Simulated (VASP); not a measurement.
A run of VASP 6.6.1 is set up as follows.

Contents of INCAR:

```
SYSTEM = InSe2
PREC     = Accurate       ! precision mode
ENCUT    = 520            ! plane-wave cutoff, eV
EDIFF    = 1E-7           ! SCF threshold, eV
ISMEAR   = 0              ! smearing method
SIGMA    = 0.1            ! smearing width, eV
LREAL    = .False.        ! projectors in reciprocal space
LASPH    = .True.         ! aspherical terms in the spheres
NELM     = 60             ! most SCF steps
ALGO     = Normal         ! electronic algorithm
ISIF     = 2              ! what is computed and relaxed
LWAVE    = .False.        ! write WAVECAR
LCHARG   = .False.        ! write CHGCAR
GGA      = PE             ! functional
NBANDS   = 34             ! bands
```

KPOINTS

```
Automatic mesh
0
Gamma
  6 6 2
  0 0 0
```

File POSCAR:

```
InSe2
1.0
    3.8668047914      0.0000000000      0.0000000000
    0.0000000000      3.8668047914      0.0000000000
    0.0000000000      0.0000000000      9.8271243407
In Se
2 4
Direct
    0.0000000000      0.5000000000      0.7159040856
    0.5000000000      0.0000000000      0.2840959144
    0.0000000000      0.5000000000      0.3614863435
    0.5000000000      0.0000000000      0.6385136565
    0.0000000000      0.0000000000      0.0000000000
    0.5000000000      0.5000000000      0.0000000000
```

Potentials or basis: VASP PAW PBE potentials, release 64 (In_d, Se).

Run with:

```sh
$ cat potpaw_PBE.64/In_d/POTCAR potpaw_PBE.64/Se/POTCAR > POTCAR
$ mpirun -np 1 vasp_std > vasp.out
```

Task: Estimate the pressure.

Result: 0.0 GPa.

Task: Predict the band gap on the k mesh.

Result: Zero (bands 25 and 26 overlap by 1.92 eV).

Caveat: spin-orbit coupling is left out, which moves the levels of the heavy elements.
